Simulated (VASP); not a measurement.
# Ca (Immm) in VASP: a series of runs, part 2 of 2

VASP 6.6.1.

### Step 4. Single point, PBEsol (strain +0.0750 x Voigt [1, 0, 0, 0, 0, 0])

The input, INCAR:

```
SYSTEM = Ca
  ALGO = Fast
  EDIFF = 1E-6
  ENCUT = 520
  GGA = PS
  ISIF = 2
  ISMEAR = 0
  LASPH = .True.
  LCHARG = .False.
  LREAL = .False.
  LWAVE = .False.
  NBANDS = 11
  NELM = 60
  PREC = Accurate
  SIGMA = 0.15
```

The input, KPOINTS:

```
k-points
0
Gamma
  16 16 16
  0 0 0
```

The input, POSCAR:

```
Ca
1.0
   -2.3705952714      2.2052049036      2.1961148100
    2.3705952714     -2.2052049036      2.1961148100
    2.3705952714      2.2052049036     -2.1961148100
Ca
1
Direct
    0.5000000000      0.5000000000      0.0000000000
```

Potentials or basis: VASP PAW PBE potentials, release 64 (Ca_sv).

Launch:

```
cat potpaw_PBE.64/Ca_sv/POTCAR > POTCAR
mpirun -np 1 vasp_std > vasp.out
```

OUTCAR:

```text
SYSTEM = Ca
   EDIFF = 1E-6
   ENCUT = 520
   GGA = PS
   ISIF = 2
   ISMEAR = 0
   LASPH = .True.
   LREAL = .False.
   NELM = 60
   PREC = Accurate

 ion  position               nearest neighbor table
   1  0.500  0.500  0.000-

  LATTYP: Found a body centered orthorhombic cell.
 ALAT       =     4.3922296200
 B/A-ratio  =     1.0041391705
 C/A-ratio  =     1.0794496083

  Lattice vectors:

 A1 = (  -2.3705952714,   2.2052049036,  -2.1961148100)
 A2 = (  -2.3705952714,  -2.2052049036,   2.1961148100)
 A3 = (   2.3705952714,   2.2052049036,   2.1961148100)

Analysis of symmetry for initial positions (statically):
=====================================================================
 Subroutine PRICEL returns:
 Original cell was already a primitive cell.

 Routine SETGRP: Setting up the symmetry group for a
 body centered orthorhombic supercell.

 Subroutine GETGRP returns: Found  8 space group operations
 (whereof  8 operations were pure point group operations)
 out of a pool of  8 trial point group operations.

The static configuration has the point symmetry D_2h.

Analysis of symmetry for dynamics (positions and initial velocities):
=====================================================================
 Subroutine PRICEL returns:
 Original cell was already a primitive cell.

 Routine SETGRP: Setting up the symmetry group for a
 body centered orthorhombic supercell.

 Subroutine GETGRP returns: Found  8 space group operations
 (whereof  8 operations were pure point group operations)
 out of a pool of  8 trial point group operations.

The dynamic configuration has the point symmetry D_2h.

 Subroutine INISYM returns: Found  8 space group operations
 (whereof  8 operations are pure point group operations),
 and found     1 'primitive' translations

[... 113 lines left out ...]
  volume/ion in A,a.u.               =      45.92       309.90
  Fermi-wavevector in a.u.,A,eV,Ry     =   0.984920  1.861229 13.198573  0.970068
  Thomas-Fermi vector in A             =   2.116189
   LORBIT       =      0    0 simple, 1 ext, 2 COOP (PROOUT), +10 PAW based schemes
   GGA     = PS    functional components
   LHFCALC =     F    Hartree Fock is set to
   AEXX    =    0.0000 exact exchange contribution
   IVDW    =     0    specifies the selected vdW correction
   LEPSILON=     F    determine dielectric tensor
   LRPA    =     F    only Hartree local field effects (RPA)
 non-spin polarized calculation
 RMM-DIIS sequential band-by-band and
 Gauss-broadening in eV      SIGMA  =   0.15
  energy-cutoff  :      520.00
  volume of cell :       45.92
 maximum number of plane-waves:      1260
 NGX is ok and might be reduce to    30
   NGX = 15   NGY = 15   NGZ = 15

 number of electron      10.0000000 magnetization

 number of electron       9.9999998 magnetization

 Free energy of the ion-electron system (eV)
  ---------------------------------------------------
  ext. energy  EPLUGINS =         0.00000000
  ---------------------------------------------------
  free energy    TOTEN  =        -2.09538372 eV

  energy without entropy =       -2.07872305  energy(sigma->0) =       -2.08705338

 E-fermi :   1.6154     XC(G=0):  -7.5472

 val. band max:        1.6119185669   @ k =  -0.3750   0.5000   0.3750
 cond. band min:       1.6157168439   @ k =   0.4375  -0.3750   0.3750
 fundamental gap:      0.0037982770
 Fermi energy:         1.6153771717

 k-point     1 :       0.0000    0.0000    0.0000
  band No.  band energies     occupation
      1     -40.4768      2.00000
      2     -21.4772      2.00000
      3     -21.4768      2.00000
      4     -21.4708      2.00000
      5      -2.3045      2.00000
      6       3.6859      0.00000
      7       3.7050      0.00000
      8       3.9858      0.00000
      9       4.5543      0.00000
     10       4.9090      0.00000
     11      10.9967      0.00000
[... 309 lines left out ...]
 k-point    24 :      -0.1250    0.0625   -0.0000
  band No.  band energies     occupation
      1     -40.4756      2.00000
      2     -21.4879      2.00000
      3     -21.4790      2.00000
      4     -21.4740      2.00000
      5      -2.1024      2.00000
      6       3.5742      0.00000
      7       3.7503      0.00000
      8       3.9757      0.00000
      9       4.5325      0.00000
     10       4.8312      0.00000
     11      10.9616      0.00000

 [... further k-points ...]
[... 5 lines left out ...]
  --------------------------------------------------------------------------------------
  -------------------------------------------------------------------------------------
  Total       -0.4824497     -0.5326678     -0.5281954      0.0000000      0.0000000      0.0000000
  in kB      -16.8322120    -18.5842766    -18.4282391      0.0000000      0.0000000      0.0000000
  external PRESSURE =     -17.9482426 kB  Pullay stress =       0.0000000 kB

 VOLUME and BASIS-vectors are now :
 -----------------------------------------------------------------------------
  energy-cutoff  :      520.00
  volume of cell :       45.92
      direct lattice vectors                 reciprocal lattice vectors
    -2.370595271  2.205204904  2.196114810     0.000000000  0.226736300  0.227674800
     2.370595271 -2.205204904  2.196114810     0.210917488  0.000000000  0.227674800
     2.370595271  2.205204904 -2.196114810     0.210917488  0.226736300  0.000000000

 POSITION                                       TOTAL-FORCE (eV/Angst)
 -----------------------------------------------------------------------------------
      0.00000      0.00000      2.19611        -0.000000      0.000000      0.000000
 -----------------------------------------------------------------------------------
    total drift:                                0.000000     -0.000000      0.000000

  FREE ENERGIE OF THE ION-ELECTRON SYSTEM (eV)
  ---------------------------------------------------
  free  energy   TOTEN  =        -2.0953837179 eV

  energy  without entropy=       -2.0787230503  energy(sigma->0) =       -2.08705338
```

stdout:

```text
POSCAR found type information on POSCAR Ca
 POSCAR found :  1 types and       1 ions
 scaLAPACK will be used
 -----------------------------------------------------------------------------
|                                                                             |
|                                                                             |
|     You enforced a specific xc type in the INCAR file but a different       |
|     I HOPE YOU KNOW WHAT YOU ARE DOING!                                     |
|                                                                             |
 -----------------------------------------------------------------------------

 LDA part: xc-table for (Slater+PW92), standard interpolation
 POSCAR, INCAR and KPOINTS ok, starting setup
 FFT: planning ... GRIDC
 FFT: planning ... GRID_SOFT
 FFT: planning ... GRID
 WAVECAR not read
 entering main loop
WARNING in EDDRMM: call to ZHEGV failed, returncode =   8  4     11
WARNING in EDDRMM: call to ZHEGV failed, returncode =   8  4      5
WARNING in EDDRMM: call to ZHEGV failed, returncode =   8  4     11
WARNING in EDDRMM: call to ZHEGV failed, returncode =   8  4     10
WARNING in EDDRMM: call to ZHEGV failed, returncode =   8  4     10
WARNING in EDDRMM: call to ZHEGV failed, returncode =   8  4      5
WARNING in EDDRMM: call to ZHEGV failed, returncode =   8  4      5
WARNING in EDDRMM: call to ZHEGV failed, returncode =   8  4      9
WARNING in EDDRMM: call to ZHEGV failed, returncode =   6  3      7
```

Wall time 4.2 min (1 thread of Oxide Virtual Turin-like, shared host); peak memory 0.38 GiB.

What came out:

- Free energy: -2.0954 eV
- Pressure: -1.8 GPa
- Band gap on the k mesh: zero (band 5 reaches 1.91 eV, above the bottom of band 6 at 1.46 eV)

Levels at points of the mesh, in eV from the Fermi level:
| k point | band 2 | band 3 | band 4 | band 5 | band 6 | band 7 | band 8 | band 9 |
| --- | --- | --- | --- | --- | --- | --- | --- | --- |
| (0.00, 0.00, 0.00) | -23.09 | -23.09 | -23.09 | -3.92 | 2.07 | 2.09 | 2.37 | 2.94 |
| (0.50, 0.00, 0.00) | -23.19 | -23.13 | -23.10 | -0.76 | 0.07 | 1.05 | 3.25 | 3.48 |
| (0.00, 0.50, 0.00) | -23.19 | -23.13 | -23.09 | -0.92 | -0.14 | 1.42 | 2.85 | 3.41 |
| (0.50, 0.50, 0.00) | -23.19 | -23.13 | -23.09 | -0.93 | -0.16 | 1.44 | 2.84 | 3.39 |
| (0.50, 0.50, 0.50) | -23.17 | -23.16 | -23.16 | 0.05 | 0.21 | 2.86 | 3.81 | 3.88 |

Caveat: the cell differs from its parent crystal (strain +0.0750 x Voigt [1, 0, 0, 0, 0, 0]); the PAW data sets were made with another functional, which shifts forces and pressure a little.

### Step 5. Overview

```tsv
cell	gap on the mesh (eV)	pressure (GPa)
a = 3.691 Å, angles 114.9, 106.6, 107.0°, 1 atom	none	1.0
a = 3.752 Å, angles 112.1, 108.0, 108.3°, 1 atom	none	-0.1
a = 3.912 Å, angles 105.4, 111.4, 111.7°, 1 atom	none	-1.8
```

Alike in all rows: task single point; level PBEsol; potentials or basis VASP PAW PBE potentials, release 64 (Ca_sv); no spin polarisation; k mesh 16 × 16 × 16; cutoff (eV) 520; smearing gaussian 0.15 eV.

Caveats: the PAW data sets were made with another functional, which shifts forces and pressure a little.

Absolute energies hang on the potentials; compare differences alone.
